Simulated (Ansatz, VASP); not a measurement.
# One calculation of ReS, two programs

```
CELL_PARAMETERS angstrom
0.00000 2.48159 2.48159
2.48159 0.00000 2.48159
2.48159 2.48159 0.00000
ATOMIC_POSITIONS crystal
Re 0.00000 0.00000 0.00000
S 0.50000 0.50000 0.50000
```

Alike in both runs: task relaxation of cell and atoms; functional r2SCAN; k mesh 14 × 14 × 14; occupations gaussian, width 0.1 eV; collinear spin.

```csv
,VASP,Ansatz
version,VASP 6.6.1,Ansatz 0.2.0
potentials or method,"VASP PAW PBE potentials, release 64 (Re, S), cutoff 600 eV","scalar-relativistic, plane waves, PAW"
valence electrons in the cell,13,21
```

|  | VASP | Ansatz | Ansatz less VASP |
| --- | --- | --- | --- |
| gap on the k mesh at the Fermi level, each at its own relaxed structure (eV) | none | none | - |
| net moment per atom (μB) | 1.00 | 0.99 | -0.002 |
| size of the moment on the site where the two differ most (μB) | 1.96 | 1.47 | -0.491 |
| relaxed volume (Å³/atom) | 15.42 | 15.33 | -0.094 |
| relaxed length of the cell vector where the two differ most in proportion (Å) | 3.520 | 3.513 | -0.0072 |

VASP's potentials were made for PBE, not for r2SCAN. Site moments also hang on the region over which each program counts them. A gap of «none» marks a metal or a gap that the smearing closes. VASP's potentials hold 13 valence electrons a cell and Ansatz's 21, so a difference there can come from the potentials and not from the codes.

Neither program's run includes spin-orbit coupling.
